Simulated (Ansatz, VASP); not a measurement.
**Be2Se3: VASP beside Ansatz**

```
CELL_PARAMETERS angstrom
3.72162 0.00027 -0.03706
1.86071 3.28973 -0.01382
0.08397 1.17564 17.32777
ATOMIC_POSITIONS crystal
Be 0.66826 0.92918 0.64561
Be 0.40194 0.92668 0.14639
Be 0.27561 0.27388 0.85367
Be 0.45154 0.27563 0.35449
Se 0.97838 0.28938 0.60786
Se 0.72995 0.28662 0.10883
Se 0.62521 0.58185 0.89121
Se 0.79586 0.58337 0.39221
Se 0.31570 0.94737 0.74927
Se 0.73691 0.94735 0.25044
```

Change from the starting cell: cell x1, atoms moved at random (sigma 0.05 Å) and cell strained at random (1.5 %), then relaxed without symmetry.

Alike in both runs: functional PBE; k mesh 4 × 4 × 1; occupations gaussian, width 0.1 eV; no spin polarisation.

Ansatz relaxed the structure, and its values are those at the end. VASP's run is a single point on that final structure, the one shown.

```csv
,VASP,Ansatz
version,VASP 6.6.1,Ansatz 0.2.0
potentials or method,"VASP PAW PBE potentials, release 64 (Be, Se), cutoff 520 eV","scalar-relativistic, plane waves, PAW"
valence electrons in the cell,44,104
```

Ansatz gave:

- gap on the k mesh at the Fermi level (eV): 1.15
- least direct gap on the mesh (eV): 1.51
- pressure (GPa): 0.0
- rms of the force components (eV/Å): 0.003

Question: Which values does VASP return?

Answer: gap on the k mesh at the Fermi level (eV): 1.15; least direct gap on the mesh (eV): 1.51; pressure (GPa): 0.1; rms of the force components (eV/Å): 0.009.

VASP's potentials hold 44 valence electrons a cell and Ansatz's 104, so a difference there can come from the potentials and not from the codes.

The k mesh is coarse, so the values compare programs but aren't converged.
